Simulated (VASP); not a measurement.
Crystal: NiO.

```
CELL_PARAMETERS angstrom
0.00000 2.13384 2.13384
2.13384 0.00000 2.13384
2.13384 2.13384 0.00000
ATOMIC_POSITIONS crystal
Ni 0.00000 0.00000 0.00000
O 0.50000 0.50000 0.50000
```

Base run:

- Program: VASP 6.6.1
- Functional: PBE
- Potentials or basis: VASP PAW PBE potentials, release 64 (Ni_sv_GW, O)
- Cutoff: 600 eV
- k mesh: 10 × 10 × 10
- Occupations: gaussian, width 0.05 eV
- Spin: no spin polarisation
- Hubbard terms: Ni d U = 6.2 eV

Its results: band gap on the k mesh zero (band 12 reaches 7.26 eV, above the bottom of band 13 at 4.70 eV); pressure -15.3 GPa.

Problem. The run is repeated on the same cell with these changes: potentials or basis from VASP PAW PBE potentials, release 64 (Ni_sv_GW, O) to VASP PAW PBE potentials, release 64 (Ni, O); cutoff from 600 eV to 520 eV; further incar settings from ALGO = Normal; EDIFF = 1e-06; NBANDS = 19 to ALGO = Normal; EDIFF = 1e-06; NBANDS = 15; valence electrons from 24 to 16. What comes out?

Solution. Band gap on the k mesh zero (band 8 reaches 7.64 eV, above the bottom of band 9 at 4.97 eV); pressure -20.1 GPa.

Caveats: the run has no spin polarisation, though such a crystal can be magnetic; U without spin polarisation on a metal has little footing.
